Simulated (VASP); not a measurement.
# NbSiO4 (P6/mmm) in VASP: notebook

Runs on NbSiO4. Level: PBE. Tasks: single point, relaxation of cell and atoms.

All numbers are computed with VASP 6.6.1; they aren't measurements. Logs are shortened: lines on timing, memory, paths and dates and some standing lists are left out, and cuts for length are marked.

### Step 1. The cell of the first run

Symmetry: P6/mmm, No. 191, hexagonal system. The conventional cell has a = 3.621 Å, b = 3.621 Å, c = 5.116 Å, α = 90.00°, β = 90.00°, γ = 120.00°. Nb (site symmetry 6/mmm) has 12 O at 2.39 Å and 2 Si at 2.56 Å within 3.2 Å. Si (site symmetry 6/mmm) has 12 O at 2.52 Å and 2 Nb at 2.56 Å within 3.3 Å. Within 2.9 Å of O (site symmetry 3m) lie 5 O at 2.09 to 2.81 Å and 3 Nb at 2.39 Å and 3 Si at 2.52 Å.

The cell was generated, and may not be a known phase.

### Step 2. Single point, PBE

Contents of INCAR:

```
ALGO = Normal
EDIFF = 1E-6
ENCUT = 520
GGA = PE
ISIF = 2
ISMEAR = 0
LASPH = True
LCHARG = False
LREAL = False
LWAVE = False
NBANDS = 30
NELM = 60
PREC = Accurate
SIGMA = 0.1
```

Contents of KPOINTS:

```
k-points
0
Gamma
  12 12 8
```

Contents of POSCAR:

```
NbSiO4
1.0
    3.6207648699      0.0000000000      0.0000000000
   -1.8103824350      3.1356743585      0.0000000000
    0.0000000000      0.0000000000      5.1163672513
Nb Si O
1 1 4
Direct
    0.0000000000      0.0000000000      0.0000000000
    0.0000000000      0.0000000000      0.5000000000
    0.3333333333      0.6666666667      0.7746212870
    0.3333333333      0.6666666667      0.2253787130
    0.6666666667      0.3333333333      0.7746212870
    0.6666666667      0.3333333333      0.2253787130
```

Potentials or basis: VASP PAW PBE potentials, release 64 (Nb_sv, Si, O).

On the command line:

```console
$ cat potpaw_PBE.64/Nb_sv/POTCAR potpaw_PBE.64/Si/POTCAR potpaw_PBE.64/O/POTCAR > POTCAR
$ mpirun -np 1 vasp_std > vasp.out
```

OUTCAR:

```text
EDIFF = 1E-6
   ENCUT = 520
   GGA = PE
   ISIF = 2
   ISMEAR = 0
   LASPH = True
   LREAL = False
   NELM = 60
   PREC = Accurate

 ion  position               nearest neighbor table
   1  0.000  0.000  0.000-   3 2.39   4 2.39   5 2.39   6 2.39   5 2.39   6 2.39   3 2.39   4 2.39
                             5 2.39   6 2.39   3 2.39   4 2.39   2 2.56   2 2.56
   2  0.000  0.000  0.500-   3 2.52   4 2.52   5 2.52   6 2.52   5 2.52   6 2.52   3 2.52   4 2.52
                             5 2.52   6 2.52   3 2.52   4 2.52   1 2.56   1 2.56
   3  0.333  0.667  0.775-   1 2.39   1 2.39   1 2.39   2 2.52   2 2.52   2 2.52
   4  0.333  0.667  0.225-   1 2.39   1 2.39   1 2.39   2 2.52   2 2.52   2 2.52
   5  0.667  0.333  0.775-   1 2.39   1 2.39   1 2.39   2 2.52   2 2.52   2 2.52
   6  0.667  0.333  0.225-   1 2.39   1 2.39   1 2.39   2 2.52   2 2.52   2 2.52

  LATTYP: Found a hexagonal cell.
 ALAT       =     3.6207648699
 C/A-ratio  =     1.4130625531

  Lattice vectors:

 A1 = (   3.6207648699,   0.0000000000,   0.0000000000)
 A2 = (  -1.8103824350,   3.1356743585,   0.0000000000)
 A3 = (   0.0000000000,   0.0000000000,   5.1163672513)

Analysis of symmetry for initial positions (statically):
=====================================================================
 Subroutine PRICEL returns:
 Original cell was already a primitive cell.

 Routine SETGRP: Setting up the symmetry group for a
 hexagonal supercell.

 Subroutine GETGRP returns: Found 24 space group operations
 (whereof 24 operations were pure point group operations)
 out of a pool of 24 trial point group operations.

The static configuration has the point symmetry D_6h.

Analysis of symmetry for dynamics (positions and initial velocities):
=====================================================================
 Subroutine PRICEL returns:
 Original cell was already a primitive cell.

 Routine SETGRP: Setting up the symmetry group for a
 hexagonal supercell.

 Subroutine GETGRP returns: Found 24 space group operations
 (whereof 24 operations were pure point group operations)
 out of a pool of 24 trial point group operations.

The dynamic configuration has the point symmetry D_6h.

 Subroutine INISYM returns: Found 24 space group operations
 (whereof 24 operations are pure point group operations),
 and found     1 'primitive' translations

----------------------------------------------------------------------------------------

[... 103 lines left out ...]
   NSW    =      0    number of steps for IOM
   IBRION =     -1    ionic relax: 0-MD 1-quasi-New 2-CG
   NFREE  =      0    steps in history (QN), initial steepest desc. (CG)
   ISIF   =      2    stress and relaxation
   ISYM   =      2    0-nonsym 1-usesym 2-fastsym
   POTIM  = 0.5000    time-step for ionic-motion
   TEBEG  =    0.0;   TEEND  =   0.0 temperature during run
   PSTRESS=    0.0 pullay stress
   NELECT =      41.0000    total number of electrons
   NUPDOWN=      -1.0000    fix difference up-down
   EMIN   =  10.00;   EMAX   =-10.00  energy-range for DOS
   EFERMI =   0.00;   METHOD = LEGACY
   ISMEAR =     0;   SIGMA  =   0.10  broadening in eV -4-tet -1-fermi 0-gaus
   EFERMI_NEDOS =   21; number of points for ismear=-14 and -15
   IALGO  =     38    algorithm
   IMIX   =      4    mixing-type and parameters
     AMIX     =   0.40;   BMIX     =  1.00
     AMIX_MAG =   1.60;   BMIX_MAG =  1.00
  volume/ion in A,a.u.               =       9.68        65.33
  Fermi-wavevector in a.u.,A,eV,Ry     =   1.457600  2.754465 28.906920  2.124599
  Thomas-Fermi vector in A             =   2.574383
   LORBIT       =      0    0 simple, 1 ext, 2 COOP (PROOUT), +10 PAW based schemes
   GGA     = PE    functional components
   LHFCALC =     F    Hartree Fock is set to
   AEXX    =    0.0000 exact exchange contribution
   IVDW    =     0    specifies the selected vdW correction
   LEPSILON=     F    determine dielectric tensor
   LRPA    =     F    only Hartree local field effects (RPA)
 non-spin polarized calculation
 Gauss-broadening in eV      SIGMA  =   0.10
  energy-cutoff  :      520.00
  volume of cell :       58.09
 maximum number of plane-waves:      1594
 NGX is ok and might be reduce to    28
   NGX = 13   NGY = 13   NGZ = 19

 number of electron      41.0000015 magnetization

 Free energy of the ion-electron system (eV)
  ---------------------------------------------------
  ext. energy  EPLUGINS =         0.00000000
  ---------------------------------------------------
  free energy    TOTEN  =       -37.13603351 eV

  energy without entropy =      -37.11953305  energy(sigma->0) =      -37.12778328

 E-fermi :   8.2741     XC(G=0): -12.3423

 val. band max:        8.2699735456   @ k =   0.0000   0.0000   0.3750
 cond. band min:       8.2788659162   @ k =   0.2500   0.0000   0.0000
 fundamental gap:      0.0088923706
 Fermi energy:         8.2740700634

 k-point     1 :       0.0000    0.0000    0.0000
  band No.  band energies     occupation
      1     -47.7490      2.00000
      2     -23.8079      2.00000
      3     -23.6375      2.00000
      4     -23.6375      2.00000
      5     -12.3131      2.00000
      6     -10.7030      2.00000
[... 781 lines left out ...]
     29      12.9880      0.00000
     30      17.9659      0.00000

 [... further k-points ...]

------------------------ aborting loop because EDIFF is reached ----------------------------------------

  FORCE on cell =-STRESS in cart. coord.  units (eV):
  Direction    XX          YY          ZZ          XY          YZ          ZX
  --------------------------------------------------------------------------------------
  -------------------------------------------------------------------------------------
  Total       -0.0766468     -0.0766468     -0.1100141      0.0000000      0.0000000     -0.0000000
  in kB       -2.1140332     -2.1140332     -3.0343528      0.0000000      0.0000000     -0.0000000
  external PRESSURE =      -2.4208064 kB  Pullay stress =       0.0000000 kB

 VOLUME and BASIS-vectors are now :
 -----------------------------------------------------------------------------
  energy-cutoff  :      520.00
  volume of cell :       58.09
      direct lattice vectors                 reciprocal lattice vectors
     3.620764870  0.000000000  0.000000000     0.276184739  0.159455333  0.000000000
    -1.810382435  3.135674359  0.000000000     0.000000000  0.318910667  0.000000000
     0.000000000  0.000000000  5.116367251     0.000000000  0.000000000  0.195451177

 POSITION                                       TOTAL-FORCE (eV/Angst)
 -----------------------------------------------------------------------------------
      0.00000      0.00000      0.00000        -0.000000      0.000000     -0.000000
      0.00000      0.00000      2.55818         0.000000      0.000000     -0.000000
     -0.00000      2.09045      3.96325        -0.000000      0.000000      0.005568
     -0.00000      2.09045      1.15312        -0.000000     -0.000000     -0.005568
      1.81038      1.04522      3.96325         0.000000      0.000000      0.005568
      1.81038      1.04522      1.15312         0.000000     -0.000000     -0.005568
 -----------------------------------------------------------------------------------
    total drift:                                0.000000     -0.000000     -0.000000

  FREE ENERGIE OF THE ION-ELECTRON SYSTEM (eV)
  ---------------------------------------------------
  free  energy   TOTEN  =       -37.1360335076 eV

  energy  without entropy=      -37.1195330492  energy(sigma->0) =      -37.12778328
```

stdout:

```text
POSCAR found type information on POSCAR NbSiO
 POSCAR found :  3 types and       6 ions
 scaLAPACK will be used
 LDA part: xc-table for (Slater+PW92), standard interpolation
 POSCAR, INCAR and KPOINTS ok, starting setup
 FFT: planning ... GRIDC
 FFT: planning ... GRID_SOFT
 FFT: planning ... GRID
 WAVECAR not read
 entering main loop
```

It took 4.7 min on 1 thread of Intel Xeon 8259CL, shared host; peak memory 0.28 GiB.

Results:

```
Free energy            : -37.1360 eV
Pressure               : -0.2 GPa
Largest force          : 0.006 eV/Å
Band gap on the k mesh : zero (an odd number of electrons rules out a gap without spin polarisation)
```

Forces in eV/Å, atoms in the order of the input:
```
Nb   0.000  0.000  0.000
Si   0.000  0.000  0.000
O    0.000  0.000  0.006
O    0.000  0.000 -0.006
O    0.000  0.000  0.006
O    0.000  0.000 -0.006
```

Caveat: an odd number of electrons without spin polarisation forces a metal; a magnetic or distorted state may lie lower.

### Step 3. Relaxation of cell and atoms, PBE

This run uses another cell than the first one, of 9.63 Å³/atom.

Contents of INCAR:

```
  PREC = Accurate
  ENCUT = 600
  EDIFF = 1E-6
  ISMEAR = 0
  SIGMA = 0.1
  LREAL = F
  LASPH = T
  NELM = 60
  ALGO = Normal
  ISIF = 3
  LWAVE = F
  LCHARG = F
  GGA = PE
  IBRION = 2
  NSW = 100
  EDIFFG = -0.01
```

Contents of KPOINTS:

```
Automatic mesh
0
Gamma
  12 12 8
```

Contents of POSCAR:

```
NbSiO4
1.0
    3.6271051130      0.0000000000      0.0000000000
   -1.8135525565      3.1411651701      0.0000000000
    0.0000000000      0.0000000000      5.0691842321
Nb Si O
1 1 4
Direct
    0.0000000000      0.0000000000      0.0000000000
    0.0000000000      0.0000000000      0.5000000000
    0.3333333333      0.6666666667      0.7742664409
    0.3333333333      0.6666666667      0.2257335591
    0.6666666667      0.3333333333      0.7742664409
    0.6666666667      0.3333333333      0.2257335591
```

Potentials or basis: VASP PAW PBE potentials, release 64 (Nb_sv, Si, O).

On the command line:

```console
$ cat potpaw_PBE.64/Nb_sv/POTCAR potpaw_PBE.64/Si/POTCAR potpaw_PBE.64/O/POTCAR > POTCAR
$ mpirun -np 1 vasp_std > vasp.out
```

It took 14 min on 1 thread of Intel Xeon 8259CL, shared host; peak memory 0.31 GiB.

It converged, with:

```yaml
Free_energy: -37.1411 eV
Relaxed_volume: 9.66 Å³/atom
Relaxed_cell: a = 3.618 Å, b = 3.618 Å, c = 5.110 Å, α = 90.00°, β = 90.00°, γ = 120.00°
Space_group_after_relaxing_to_0.1_Å: P6/mmm (No. 191)
Energy_gained_by_relaxing: 0.9 meV/atom
Ionic_steps: 7
Pressure_after_relaxing: 0.1 GPa
Largest_force_after_relaxing: 0.006 eV/Å
Band_gap_on_the_k_mesh: zero (an odd number of electrons rules out a gap without spin polarisation)
```

Forces on the atoms (eV/Å):
```
Nb   0.000  0.000  0.000
Si   0.000  0.000  0.000
O    0.000  0.000 -0.006
O    0.000  0.000  0.006
O    0.000  0.000 -0.006
O    0.000  0.000  0.006
```

Step by step:
| step | energy change (eV) | largest force (eV/Å) | pressure (GPa) | volume (Å³) |
| --- | --- | --- | --- | --- |
| 1 | 0.0000 | 0.0533 | 0.30 | 57.75 |
| 2 | -0.0047 | 0.0520 | 0.08 | 57.90 |
| 3 | -0.0053 | 0.0262 | 0.13 | 57.87 |
| 4 | -0.0053 | 0.0276 | 0.12 | 57.87 |
| 5 | -0.0054 | 0.0197 | -0.02 | 57.93 |
| 6 | -0.0054 | 0.0121 | -0.15 | 57.99 |
| 7 | -0.0055 | 0.0065 | 0.07 | 57.94 |

Final structure:
```
Nb Si O
1.0
     3.61819    0.00000    0.00000
    -1.80909    3.13344    0.00000
     0.00000    0.00000    5.11048
Nb Si O
1 1 4
Direct
  0.00000 0.00000 0.00000
  0.00000 0.00000 0.50000
  0.33333 0.66667 0.77461
  0.33333 0.66667 0.22539
  0.66667 0.33333 0.77461
  0.66667 0.33333 0.22539
```

Levels at points of the mesh, in eV from the Fermi level:
| k point | band 16 | band 17 | band 18 | band 19 | band 20 | band 21 | band 22 | band 23 | band 24 |
| --- | --- | --- | --- | --- | --- | --- | --- | --- | --- |
| (0.00, 0.00, 0.00) | -2.78 | -2.66 | -2.28 | -2.04 | -2.04 | 0.34 | 1.02 | 2.56 | 2.56 |
| (0.50, 0.00, 0.00) | -1.71 | -1.38 | -1.31 | -1.02 | -0.48 | 0.44 | 2.08 | 2.91 | 3.03 |
| (0.00, 0.00, 0.50) | -3.56 | -1.90 | -1.33 | -1.33 | -1.08 | -0.54 | -0.42 | 2.86 | 2.86 |
| (0.50, 0.00, 0.50) | -2.19 | -1.51 | -1.30 | -1.10 | -0.95 | -0.50 | 0.30 | 2.65 | 2.96 |

Caveat: an odd number of electrons without spin polarisation forces a metal; a magnetic or distorted state may lie lower.
